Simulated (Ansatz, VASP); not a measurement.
## SnO2: VASP beside Ansatz

POSCAR

```
SnO2
1.0
    4.8288090187      0.0000000000      0.0000000000
    0.0000000000      4.8288090187      0.0000000000
    0.0000000000      0.0000000000      3.0726823253
Sn O
2 4
Direct
    0.5000000000      0.5000000000      0.5000000000
    0.0000000000      0.0000000000      0.0000000000
    0.3043716102      0.3043716102      0.0000000000
    0.8043716102      0.1956283898      0.5000000000
    0.1956283898      0.8043716102      0.5000000000
    0.6956283898      0.6956283898      0.0000000000
```

File INCAR.step1:

```
  PREC = Accurate
  ENCUT = 520
  ISMEAR = 0
  SIGMA = 0.02
  LREAL = F
  LASPH = T
  NELM = 80
  NBANDS = 35
  GGA = PE
  ALGO = Normal
  EDIFF = 1E-4
  LWAVE = T
  LCHARG = F
```

Contents of INCAR.step2:

```
  PREC = Accurate
  ENCUT = 520
  EDIFF = 1E-6
  ISMEAR = 0
  SIGMA = 0.02
  LREAL = F
  LASPH = T
  NELM = 80
  ALGO = Normal
  ISIF = 2
  LWAVE = F
  LCHARG = F
  METAGGA = R2SCAN
  LMIXTAU = T
  NBANDS = 35
  ISTART = 1
```

Contents of KPOINTS:

```
Automatic mesh
0
Gamma
  6 6 8
```

Input for Ansatz:

```yaml
crystal:
  lattice:
    - [4.8288090187, 0.0, 0.0]
    - [0.0, 4.8288090187, 0.0]
    - [0.0, 0.0, 3.0726823253]
  atoms:
    - { symbol: Sn, position: [0.5, 0.5, 0.5] }
    - { symbol: Sn, position: [0.0, 0.0, 0.0] }
    - { symbol: O, position: [0.3043716102, 0.3043716102, 0.0] }
    - { symbol: O, position: [0.8043716102, 0.1956283898, 0.5] }
    - { symbol: O, position: [0.1956283898, 0.8043716102, 0.5] }
    - { symbol: O, position: [0.6956283898, 0.6956283898, 0.0] }
basis:
  ecutwfc: 500
kpoints:
  mp_grid: { grid: [6, 6, 8] }
  band_path: { path: [VBM, CBM], npoints: 2 }
hamiltonian:
  xc: r2scan
scf:
  occupations: { method: gaussian, width: 0.02 }
output:
  forces: true
  stress: true
  eigenvalues: true
checkpoint:
  read: start.run
  write: ck
  compress: false
  write_wavefunctions: false
  write_every: 100000
```

Alike in both runs: task single point; functional r2SCAN; k mesh 6 × 6 × 8; occupations gaussian, width 0.02 eV; no spin polarisation.

```csv
,VASP,Ansatz
version,VASP 6.6.1,Ansatz 0.2.0
potentials or method,"VASP PAW PBE potentials, release 64 (Sn_d, O), cutoff 520 eV","scalar-relativistic, plane waves, PAW"
valence electrons in the cell,52,52
```

Ansatz gave:

| Item | Value |
| --- | --- |
| gap on the k mesh at the Fermi level (eV) | 2.04 |
| least direct gap on the mesh (eV) | 2.04 |
| pressure (GPa) | 4.9 |
| traceless stress, the component that is largest in VASP (GPa) | 9.82 |
| rms of the force components (eV/Å) | 0.001 |

Problem. Estimate VASP's values.

Solution. gap on the k mesh at the Fermi level (eV): 2.07; least direct gap on the mesh (eV): 2.07; pressure (GPa): 6.1; traceless stress, the component that is largest in VASP (GPa): 10.34; rms of the force components (eV/Å): 0.028.

VASP's potentials were made for PBE, not for r2SCAN. Atom by atom the forces differ by 0.027 eV/Å (rms over components).
